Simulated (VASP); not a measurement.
Wanted: the native input for a VASP 6.6.1 run.

```yaml
Task: single point
Functional: r2SCAN
Potentials_or_basis: VASP PAW PBE potentials, release 64 (Sr_sv)
Cutoff: 520 eV
k_mesh: 10 × 10 × 5
Occupations: fermi-dirac, width 0.1 eV
Spin: no spin polarisation
Dipole_correction: no
Further_INCAR_settings: ALGO = Normal; EDIFF = 1e-07; NBANDS = 17
```

Crystal: Sr.

```
Sr
1.0
     4.25504    0.00000    0.00000
    -2.12752    3.68497    0.00000
     0.00000    0.00000    7.00575
Sr
2
Direct
  0.33333 0.66667 0.25000
  0.66667 0.33333 0.75000
```

This cell differs from its parent crystal: volume scaled by 0.96.

The input as run:

POSCAR

```
Sr
1.0
    4.2550379323      0.0000000000      0.0000000000
   -2.1275189661      3.6849709435      0.0000000000
    0.0000000000      0.0000000000      7.0057535645
Sr
2
Direct
    0.3333333333      0.6666666667      0.2500000000
    0.6666666667      0.3333333333      0.7500000000
```

INCAR.step1

```
  PREC = Accurate
  ENCUT = 520
  ISMEAR = -1
  SIGMA = 0.1
  LREAL = False
  LASPH = True
  NELM = 60
  NBANDS = 17
  GGA = PE
  ALGO = Normal
  EDIFF = 1E-4
  LWAVE = True
  LCHARG = False
```

INCAR.step2

```
  PREC = Accurate
  ENCUT = 520
  EDIFF = 1E-7
  ISMEAR = -1
  SIGMA = 0.1
  LREAL = False
  LASPH = True
  NELM = 60
  ALGO = Normal
  ISIF = 2
  LWAVE = False
  LCHARG = True
  METAGGA = R2SCAN
  LMIXTAU = True
  LELF = True
  LVHAR = True
  NBANDS = 17
  ISTART = 1
```

KPOINTS

```
regular mesh
0
Gamma
  10 10 5
```

Potentials or basis: VASP PAW PBE potentials, release 64 (Sr_sv).

The run is started by

```console
$ cat potpaw_PBE.64/Sr_sv/POTCAR > POTCAR
$ cp INCAR.step1 INCAR
$ mpirun -np 1 vasp_std > vasp.out
$ cp INCAR.step2 INCAR
$ mpirun -np 1 vasp_std > vasp.out
```

It gave:

```yaml
Pressure: 0.5 GPa
Band_gap_on_the_k_mesh: zero (band 10 reaches 1.78 eV, above the bottom of band 11 at 1.54 eV)
```

Caveat: the PAW data sets were made with another functional, which shifts forces and pressure a little.

It took 7 min on 1 thread of Intel(R) Xeon(R) Platinum 8259CL CPU @ 2.50GHz (Skylake/Cascade Lake), on a shared host, peak memory 0.27 GiB.
